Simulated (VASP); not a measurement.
# LiF (Fm-3m) in VASP: settings compared, part 2 of 2

VASP 6.6.1.

### 6 Single point, PBE+U

Input file INCAR:

```
PREC     = Accurate       # precision mode
ENCUT    = 750            # plane-wave cutoff, eV
EDIFF    = 1E-6           # SCF threshold, eV
ISMEAR   = -4             # smearing method
SIGMA    = 0.1            # smearing width, eV
LREAL    = F              # projectors in reciprocal space
LASPH    = T              # aspherical terms in the spheres
NELM     = 200            # most SCF steps
ALGO     = Normal         # electronic algorithm
ISIF     = 2              # what is computed and relaxed
LWAVE    = F              # write WAVECAR
LCHARG   = F              # write CHGCAR
LDAU     = T              # DFT+U
LDAUTYPE = 2            
LDAUL    = -1 1           # shell
LDAUU    = 0 1.2          # U, eV
LDAUJ    = 0 0          
LDAUPRINT= 1            
GGA      = PE             # functional
NBANDS   = 12             # bands
GGA_COMPAT= F
```

Input file KPOINTS:

```
regular mesh
0
Gamma
  10 10 10
```

Input file POSCAR:

```
LiF
1.0
    0.0000000000      2.0417135738      2.0417135738
    2.0417135738      0.0000000000      2.0417135738
    2.0417135738      2.0417135738      0.0000000000
Li F
1 1
Direct
    0.0000000000      0.0000000000      0.0000000000
    0.5000000000      0.5000000000      0.5000000000
```

Potentials or basis: VASP PAW PBE potentials, release 64 (Li_sv, F).

Launch:

```sh
$ cat potpaw_PBE.64/Li_sv/POTCAR potpaw_PBE.64/F/POTCAR > POTCAR
$ mpirun -np 1 vasp_std > vasp.out
```

OUTCAR:

```text
PREC = Accurate
   ENCUT = 750
   EDIFF = 1E-6
   ISMEAR = -4
   LREAL = F
   LASPH = T
   NELM = 200
   ISIF = 2
   GGA = PE

 ion  position               nearest neighbor table
   1  0.000  0.000  0.000-   2 2.04   2 2.04   2 2.04   2 2.04   2 2.04   2 2.04
   2  0.500  0.500  0.500-   1 2.04   1 2.04   1 2.04   1 2.04   1 2.04   1 2.04

  LATTYP: Found a face centered cubic cell.
 ALAT       =     4.0834271476

  Lattice vectors:

 A1 = (   0.0000000000,   2.0417135738,   2.0417135738)
 A2 = (   2.0417135738,   0.0000000000,   2.0417135738)
 A3 = (   2.0417135738,   2.0417135738,   0.0000000000)

Analysis of symmetry for initial positions (statically):
=====================================================================
 Subroutine PRICEL returns:
 Original cell was already a primitive cell.

 Routine SETGRP: Setting up the symmetry group for a
 face centered cubic supercell.

 Subroutine GETGRP returns: Found 48 space group operations
 (whereof 48 operations were pure point group operations)
 out of a pool of 48 trial point group operations.

The static configuration has the point symmetry O_h .

Analysis of symmetry for dynamics (positions and initial velocities):
=====================================================================
 Subroutine PRICEL returns:
 Original cell was already a primitive cell.

 Routine SETGRP: Setting up the symmetry group for a
 face centered cubic supercell.

 Subroutine GETGRP returns: Found 48 space group operations
 (whereof 48 operations were pure point group operations)
 out of a pool of 48 trial point group operations.

The dynamic configuration has the point symmetry O_h .

 Subroutine INISYM returns: Found 48 space group operations
 (whereof 48 operations are pure point group operations),
 and found     1 'primitive' translations

----------------------------------------------------------------------------------------

                                     Primitive cell

  volume of cell :      17.0222

  direct lattice vectors                    reciprocal lattice vectors
     0.000000000  2.041713574  2.041713574    -0.244892333  0.244892333  0.244892333
     2.041713574  0.000000000  2.041713574     0.244892333 -0.244892333  0.244892333
     2.041713574  2.041713574  0.000000000     0.244892333  0.244892333 -0.244892333

  length of vectors
     2.887419027  2.887419027  2.887419027     0.424165963  0.424165963  0.424165963

  position of ions in fractional coordinates (direct lattice)
     0.000000000  0.000000000  0.000000000
     0.500000000  0.500000000  0.500000000

  ion indices of the primitive-cell ions
   primitive index   ion index
                 1           1
                 2           2

----------------------------------------------------------------------------------------

 KPOINTS: regular mesh

Automatic generation of k-mesh.
 Grid dimensions read from file:
 generate k-points for:   10   10   10

 Generating k-lattice:

  Cartesian coordinates                     Fractional coordinates (reciprocal lattice)
    -0.024489233  0.024489233  0.024489233     0.100000000  0.000000000  0.000000000
     0.024489233 -0.024489233  0.024489233     0.000000000  0.100000000  0.000000000
     0.024489233  0.024489233 -0.024489233     0.000000000  0.000000000  0.100000000

[... 40 lines left out ...]
   k-points           NKPTS =     47   k-points in BZ     NKDIM =     47   number of bands    NBANDS=     12
   number of dos      NEDOS =    301   number of ions     NIONS =      2
   total plane-waves  NPLWV =  21952
   dimension x,y,z NGX =    28 NGY =   28 NGZ =   28
   dimension x,y,z NGXF=    56 NGYF=   56 NGZF=   56
   ions per type =               1   1
   NGX,Y,Z   is equivalent  to a cutoff of  16.12, 16.12, 16.12 a.u.
   NGXF,Y,Z  is equivalent  to a cutoff of  32.24, 32.24, 32.24 a.u.
 SYSTEM =  unknown system
   PREC   = accura    normal or accurate (medium, high low for compatibility)
   ISTART =      0    job   : 0-new  1-cont  2-samecut
   ICHARG =      2    charge: 1-file 2-atom 10-const
   ISPIN  =      1    spin polarized calculation?
   LNONCOLLINEAR =      F non collinear calculations
   LSORBIT =      F    spin-orbit coupling
   LASPH  =      T    aspherical Exc in radial PAW
   ENCUT  =  750.0 eV  55.12 Ry    7.42 a.u.   6.45  6.45  6.45*2*pi/ulx,y,z
   NELM   =    200;   NELMIN=  2; NELMDL= -5     # of ELM steps
   EDIFF  = 0.1E-05   stopping-criterion for ELM
   LREAL  =      F    real-space projection
[... 7 lines left out ...]
   TEBEG  =    0.0;   TEEND  =   0.0 temperature during run
   PSTRESS=    0.0 pullay stress
   NELECT =      10.0000    total number of electrons
   NUPDOWN=      -1.0000    fix difference up-down
   EMIN   =  10.00;   EMAX   =-10.00  energy-range for DOS
   EFERMI =   0.00;   METHOD = LEGACY
   ISMEAR =    -4;   SIGMA  =   0.10  broadening in eV -4-tet -1-fermi 0-gaus
   EFERMI_NEDOS =   21; number of points for ismear=-14 and -15
   IALGO  =     38    algorithm
   IMIX   =      4    mixing-type and parameters
     AMIX     =   0.40;   BMIX     =  1.00
     AMIX_MAG =   1.60;   BMIX_MAG =  1.00
  volume/ion in A,a.u.               =       8.51        57.44
  Fermi-wavevector in a.u.,A,eV,Ry     =   1.371103  2.591009 25.577904  1.879923
  Thomas-Fermi vector in A             =   2.496830
   LORBIT       =      0    0 simple, 1 ext, 2 COOP (PROOUT), +10 PAW based schemes
 LDA+U is selected, type is set to LDAUTYPE =  2
   angular momentum for each species LDAUL =    -1    1
   U (eV)           for each species LDAUU =   0.0  1.2
   J (eV)           for each species LDAUJ =   0.0  0.0
   GGA     = PE    functional components
   LHFCALC =     F    Hartree Fock is set to
   AEXX    =    0.0000 exact exchange contribution
   IVDW    =     0    specifies the selected vdW correction
   LEPSILON=     F    determine dielectric tensor
   LRPA    =     F    only Hartree local field effects (RPA)
 non-spin polarized calculation
 Fermi weights with tetrahedron method witout Bloechl corrections
  energy-cutoff  :      750.00
  volume of cell :       17.02
 maximum number of plane-waves:       821
 NGX is ok and might be reduce to    28
   NGX = 13   NGY = 13   NGZ = 13

 number of electron      10.0000000 magnetization

 number of electron       9.9999998 magnetization

 Free energy of the ion-electron system (eV)
  ---------------------------------------------------
  ext. energy  EPLUGINS =         0.00000000
  ---------------------------------------------------
  free energy    TOTEN  =        -8.95463047 eV

  energy without entropy =       -8.95463047  energy(sigma->0) =       -8.95463047

 E-fermi :  -1.2480     XC(G=0):  -9.7684

 val. band max:       -1.4017477992   @ k =   0.0000   0.0000   0.0000
 cond. band min:       7.4817643916   @ k =   0.0000   0.0000   0.0000
 fundamental gap:      8.8835121909
 Fermi energy:        -1.2480439264

 k-point     1 :       0.0000    0.0000    0.0000
  band No.  band energies     occupation
      1     -42.3027      2.00000
      2     -21.0264      2.00000
      3      -1.4017      2.00000
      4      -1.4017      2.00000
      5      -1.4017      2.00000
      6       7.4818      0.00000
      7      22.1533      0.00000
      8      22.1533      0.00000
      9      22.1533      0.00000
     10      22.6727      0.00000
     11      22.6727      0.00000
     12      22.6727      0.00000
[... 331 lines left out ...]
 k-point    24 :       0.4000    0.3000    0.0000
  band No.  band energies     occupation
      1     -42.2527      2.00000
      2     -20.5350      2.00000
      3      -3.5648      2.00000
      4      -2.2113      2.00000
      5      -2.1077      2.00000
      6      11.4101      0.00000
      7      15.2700      0.00000
      8      16.8286      0.00000
      9      18.4276      0.00000
     10      19.4989      0.00000
     11      31.7321      0.00000
     12      32.9356      0.00000

 [... further k-points ...]

------------------------ aborting loop because EDIFF is reached ----------------------------------------

  FORCE on cell =-STRESS in cart. coord.  units (eV):
  Direction    XX          YY          ZZ          XY          YZ          ZX
  --------------------------------------------------------------------------------------
  -------------------------------------------------------------------------------------
  Total       -0.2133077     -0.2133077     -0.2133077     -0.0000000     -0.0000000      0.0000000
  in kB      -20.0771772    -20.0771772    -20.0771772     -0.0000000     -0.0000000      0.0000000
  external PRESSURE =     -20.0771772 kB  Pullay stress =       0.0000000 kB

 VOLUME and BASIS-vectors are now :
 -----------------------------------------------------------------------------
  energy-cutoff  :      750.00
  volume of cell :       17.02
      direct lattice vectors                 reciprocal lattice vectors
     0.000000000  2.041713574  2.041713574    -0.244892333  0.244892333  0.244892333
     2.041713574  0.000000000  2.041713574     0.244892333 -0.244892333  0.244892333
     2.041713574  2.041713574  0.000000000     0.244892333  0.244892333 -0.244892333

 POSITION                                       TOTAL-FORCE (eV/Angst)
 -----------------------------------------------------------------------------------
      0.00000      0.00000      0.00000        -0.000000     -0.000000     -0.000000
      2.04171      2.04171      2.04171         0.000000      0.000000      0.000000
 -----------------------------------------------------------------------------------
    total drift:                                0.000000      0.000000      0.000000

  FREE ENERGIE OF THE ION-ELECTRON SYSTEM (eV)
  ---------------------------------------------------
  free  energy   TOTEN  =        -8.9546304718 eV

  energy  without entropy=       -8.9546304718  energy(sigma->0) =       -8.95463047
```

Wall time 7.1 s (1 thread of Intel Xeon 6975P-C (Granite Rapids), shared host); peak memory 0.15 GiB.

Results:

```yaml
Free_energy: -8.9546 eV
Pressure: -2.0 GPa
Band_gap_on_the_k_mesh: 8.88 eV
```

A k mesh can miss the band edges.

### 7 Summary

| level | potentials or basis | U | cutoff (eV) | smearing | gap on the mesh (eV) | pressure (GPa) |
| --- | --- | --- | --- | --- | --- | --- |
| r2SCAN | VASP PAW PBE potentials, release 64 (Li_sv, F_h) | - | 910 | gaussian 0.1 eV | 9.88 | -5.9 |
| RPBE+U | VASP PAW PBE potentials, release 64 (Li_sv, F) | F p U = 2.0 eV | 750 | fermi-dirac 0.035 eV | 9.27 | 1.3 |
| PBE+U | VASP PAW PBE potentials, release 64 (Li_sv, F) | F p U = 1.2 eV | 750 | tetrahedron | 8.88 | -2.0 |

Alike in all rows: task single point; no spin polarisation; cell as given; k mesh 10 × 10 × 10.

Caveats: the PAW data sets were made with another functional, which shifts forces and pressure a little (at least some runs); the cutoff is under 1.25 times the usual one of these potentials, so pressure, stress and relaxed cells hold a basis-set (Pulay) error (at least some runs); the cell stands under tension (at least some runs).

Total energies depend on the potentials used, so only differences within one code and one set of settings carry meaning.
